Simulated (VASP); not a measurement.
Ta2Al3:

```xyz
5
Lattice="5.3983 0.0000 0.0000 -2.6992 4.6751 0.0000 0.0000 0.0000 4.8664" Properties=species:S:1:pos:R:3 pbc="T T T"
Ta    0.0000    0.0000    2.4332
Ta    0.0000    0.0000    0.0000
Al    2.6992    0.0000    2.4332
Al   -1.3496    2.3375    2.4332
Al    1.3496    2.3375    2.4332
```

The cell was generated, and may not be a known phase.

| Quantity | Value |
| --- | --- |
| Program | VASP 6.6.1 |
| Task | relaxation of cell and atoms |
| Functional | PBE |
| Potentials or basis | VASP PAW PBE potentials, release 64 (Ta_pv, Al) |
| Cutoff | 600 eV |
| k mesh | 12 × 12 × 8 |
| Occupations | gaussian, width 0.1 eV |
| Spin | no spin polarisation |

At the start: pressure 1.2 GPa; volume 24.56 Å³/atom.

Question: How do energy, volume and symmetry change on relaxing?

Answer: Over 3 steps the energy falls by 2.7 meV/atom and the volume is 24.92 Å³/atom (+1.5 %); space group P6/mmm (No. 191, to 0.1 Å) before and after.

Step by step:
| step | energy change (eV) | largest force (eV/Å) | pressure (GPa) | volume (Å³) |
| --- | --- | --- | --- | --- |
| 1 | 0.0000 | 0.0000 | 1.19 | 122.82 |
| 2 | -0.0052 | 0.0000 | -0.78 | 126.06 |
| 3 | -0.0135 | 0.0000 | 0.00 | 124.60 |

Final structure:
```
CELL_PARAMETERS angstrom
5.40510 0.00000 0.00000
-2.70255 4.68095 0.00000
0.00000 0.00000 4.92470
ATOMIC_POSITIONS crystal
Ta 0.00000 0.00000 0.50000
Ta 0.00000 0.00000 0.00000
Al 0.50000 0.00000 0.50000
Al 0.00000 0.50000 0.50000
Al 0.50000 0.50000 0.50000
```
